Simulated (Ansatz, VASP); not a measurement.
# ZrC: VASP beside Ansatz

```xyz
2
Lattice="0.0000 2.3346 2.3346 2.3346 0.0000 2.3346 2.3346 2.3346 0.0000" Properties=species:S:1:pos:R:3 pbc="T T T"
Zr    2.3346    2.3346    2.3346
C     0.0000    0.0000    0.0000
```

Alike in both runs: functional PBEsol; k mesh 16 × 16 × 16; occupations gaussian, width 0.1 eV; no spin polarisation.

Ansatz relaxed the structure, and its values are those at the end. VASP's run is a single point on that final structure, the one shown.

```csv
,VASP,Ansatz
version,VASP 6.6.1,Ansatz 0.2.0
potentials or method,"VASP PAW PBE potentials, release 64 (Zr_sv, C), cutoff 520 eV","scalar-relativistic, plane waves, PAW"
valence electrons in the cell,16,16
```

```tsv
	VASP	Ansatz	Ansatz less VASP
gap on the k mesh at the Fermi level (eV)	none	none	-
pressure (GPa)	0.3	0.0	-0.38
```

VASP's potentials were made for PBE, not for PBEsol. A gap of «none» marks a metal or a gap that the smearing closes.
